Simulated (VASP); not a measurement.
Crystal: AlN.

```xyz
4
Lattice="3.1741 0.0000 0.0000 -1.5870 2.7488 0.0000 0.0000 0.0000 5.0787" Properties=species:S:1:pos:R:3 pbc="T T T"
Al    1.5870    0.9163    2.5393
Al    0.0000    1.8325    0.0000
N     1.5870    0.9163    4.4692
N     0.0000    1.8325    1.9299
```

Base run:

| Item | Value |
| --- | --- |
| Program | VASP 6.6.1 |
| Functional | BLYP |
| Potentials or basis | VASP PAW PBE potentials, release 64 (Al, N) |
| Cutoff | 520 eV |
| k mesh | 10 × 10 × 6 |
| Occupations | fermi-dirac, width 0.05 eV |
| Spin | no spin polarisation |

Its results: band gap on the k mesh 3.98 eV, direct; pressure -4.1 GPa; largest force 0.073 eV/Å.

Question: The run is repeated on the same cell with these changes: functional from BLYP to LDA; potentials or basis from VASP PAW PBE potentials, release 64 (Al, N) to VASP PAW LDA potentials, release 64 (Al, N). What comes out?

Answer: Band gap on the k mesh 3.74 eV, direct; pressure -14.3 GPa; largest force 0.079 eV/Å.

Caveats: the PAW data sets were made with another functional, which shifts forces and pressure a little (some runs).

A k mesh can miss the band edges.
